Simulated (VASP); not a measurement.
Wanted: the native input for a VASP 6.6.1 run.

```
Task                   : single point
Functional             : r2SCAN
Potentials or basis    : VASP PAW PBE potentials, release 64 (B, N)
Cutoff                 : 520 eV
k mesh                 : 12 × 12 × 1
Occupations            : gaussian, width 0.02 eV
Spin                   : no spin polarisation
Dipole correction      : yes
Further INCAR settings : ALGO = Normal; EDIFF = 1e-07; NBANDS = 26
```

BN, a slab with vacuum:

```
B N
1.0
     2.50073    0.00000    0.00000
    -1.25037    2.16570    0.00000
     0.00000    0.00000   45.84237
B N
4 4
Direct
  0.66667 0.33333 0.38740
  0.33333 0.66667 0.46246
  0.66667 0.33333 0.53754
  0.33333 0.66667 0.61260
  0.33333 0.66667 0.38736
  0.66667 0.33333 0.46246
  0.33333 0.66667 0.53754
  0.66667 0.33333 0.61264
```

One way to write it, as run:

POSCAR

```
BN
1.0
    2.5007321441      0.0000000000      0.0000000000
   -1.2503660720      2.1656975649      0.0000000000
    0.0000000000      0.0000000000     45.8423717808
B N
4 4
Direct
    0.6666666667      0.3333333333      0.3873970101
    0.3333333333      0.6666666667      0.4624596972
    0.6666666667      0.3333333333      0.5375403028
    0.3333333333      0.6666666667      0.6126029899
    0.3333333333      0.6666666667      0.3873601133
    0.6666666667      0.3333333333      0.4624597301
    0.3333333333      0.6666666667      0.5375402699
    0.6666666667      0.3333333333      0.6126398867
```

INCAR.step1

```
SYSTEM = BN
PREC = Accurate
ENCUT = 520
ISMEAR = 0
SIGMA = 0.02
LREAL = .FALSE.
LASPH = .TRUE.
NELM = 60
LDIPOL = .TRUE.
IDIPOL = 3
DIPOL = 0.5 0.5 0.500
NBANDS = 26
GGA = PE
ALGO = Normal
EDIFF = 1E-4
LWAVE = .TRUE.
LCHARG = .FALSE.
```

INCAR.step2

```
SYSTEM = BN
PREC = Accurate
ENCUT = 520
EDIFF = 1E-7
ISMEAR = 0
SIGMA = 0.02
LREAL = .FALSE.
LASPH = .TRUE.
NELM = 60
ALGO = Normal
ISIF = 2
LWAVE = .FALSE.
LCHARG = .TRUE.
LDIPOL = .TRUE.
IDIPOL = 3
DIPOL = 0.5 0.5 0.500
METAGGA = R2SCAN
LMIXTAU = .TRUE.
LELF = .TRUE.
LVHAR = .TRUE.
LVACPOTAV = .TRUE.
NBANDS = 26
ISTART = 1
```

KPOINTS

```
regular mesh
0
G
  12 12 1
  0 0 0
```

Potentials or basis: VASP PAW PBE potentials, release 64 (B, N).

Run with:

```sh
$ cat potpaw_PBE.64/B/POTCAR potpaw_PBE.64/N/POTCAR > POTCAR
$ cp INCAR.step1 INCAR
$ mpirun -np 1 vasp_std > vasp.out
$ cp INCAR.step2 INCAR
$ mpirun -np 1 vasp_std > vasp.out
```

Results of the run:

- Band gap on the k mesh: 4.99 eV (least direct gap 5.40 eV)
- Ionisation potential of the upper face: 6.07 eV

Run time: 8.9 min on 1 thread of Intel(R) Xeon(R) 6975P-C (Granite Rapids) (shared host), peak memory 0.43 GiB.
